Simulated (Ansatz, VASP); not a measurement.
TiC: VASP beside Ansatz

File INCAR:

```
PREC = Accurate
ENCUT = 520
EDIFF = 1E-7
ISMEAR = 0
SIGMA = 0.15
LREAL = F
LASPH = T
NELM = 100
ALGO = Normal
ISIF = 2
LWAVE = F
LCHARG = F
GGA = PS
NBANDS = 15
```

The input KPOINTS:

```
regular mesh
0
Gamma
  18 18 18
```

The input POSCAR:

```
TiC
1.0
   -0.0811500000      2.1640000000      2.1640000000
    2.1640000000     -0.0811500000      2.1640000000
    2.0828500000      2.0828500000      0.0000000000
Ti C
1 1
Direct
    0.0000000000      0.0000000000      0.0000000000
    0.5000000000      0.5000000000      0.5000000000
```

Input for Ansatz:

```yaml
crystal:
  lattice:
    - [-0.08115, 2.164, 2.164]
    - [2.164, -0.08115, 2.164]
    - [2.08285, 2.08285, 0.0]
  atoms:
    - { symbol: Ti, position: [0.0, 0.0, 0.0] }
    - { symbol: C, position: [0.5, 0.5, 0.5] }
basis:
  ecutwfc: 420
kpoints:
  mp_grid: { grid: [18, 18, 18] }
hamiltonian:
  xc: pbesol
scf:
  occupations: { method: gaussian, width: 0.15 }
output:
  forces: true
  stress: true
  eigenvalues: true
```

Change from the starting cell: strain -0.0750 x Voigt [0, 0, 0, 0, 0, 1], atoms carried along.

Alike in both runs: task single point; functional PBEsol; k mesh 18 × 18 × 18; occupations gaussian, width 0.15 eV; no spin polarisation.

|  | VASP | Ansatz |
| --- | --- | --- |
| version | VASP 6.6.1 | Ansatz 0.2.0 |
| potentials or method | VASP PAW PBE potentials, release 64 (Ti_sv, C), cutoff 520 eV | scalar-relativistic, plane waves, PAW |
| valence electrons in the cell | 16 | 16 |

```csv
,VASP,Ansatz,Ansatz less VASP
gap on the k mesh at the Fermi level (eV),none,none,-
pressure (GPa),-5.5,-5.8,-0.23
"traceless stress, the component that is largest in VASP (GPa)",12.62,12.67,+0.056
```

VASP's potentials were made for PBE, not for PBEsol. A gap of «none» marks a metal or a gap that the smearing closes.
